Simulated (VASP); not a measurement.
CuSn3, 4 atoms in the cell. The structure is tetragonal, space group I4/mmm (No. 139). Conventional cell: a = 4.539 Å, b = 4.539 Å, c = 9.870 Å, α = 90.00°, β = 90.00°, γ = 90.00°. Within 4.2 Å of Sn (site symmetry 4/mmm) lie 4 Cu at 3.21 Å and 8 Sn at 3.35 Å. Within 4.2 Å of Sn (site symmetry -4m2) lie 8 Sn at 3.21 to 3.35 Å and 4 Cu at 3.35 Å. Within 4.2 Å of Cu (site symmetry 4/mmm) lie 12 Sn at 3.21 to 3.35 Å. 

- Program: VASP 6.6.1
- Task: single point
- Functional: PBEsol
- Potentials or basis: VASP PAW PBE potentials, release 64 (Sn_d, Cu)
- Cutoff: 520 eV
- k mesh: 8 × 8 × 8
- Occupations: fermi-dirac, width 0.05 eV
- Spin: no spin polarisation
- Dipole correction: no
- Further INCAR settings: ALGO = Fast; EDIFF = 1e-07; NBANDS = 34

Potentials or basis: VASP PAW PBE potentials, release 64 (Sn_d, Cu).

Command:

```bash
$ cat potpaw_PBE.64/Sn_d/POTCAR potpaw_PBE.64/Cu/POTCAR > POTCAR
$ mpirun -np 1 vasp_std > vasp.out
```

Hardware: 1 thread of Intel(R) Xeon(R) 6975P-C (Granite Rapids), with other jobs on the host.

How long does it take, and how much memory?

Wall time 5.9 min on 1 thread of Intel(R) Xeon(R) 6975P-C (Granite Rapids), with other jobs on the host, peak memory 0.43 GiB. Counts: scf iterations 21, k points 59.
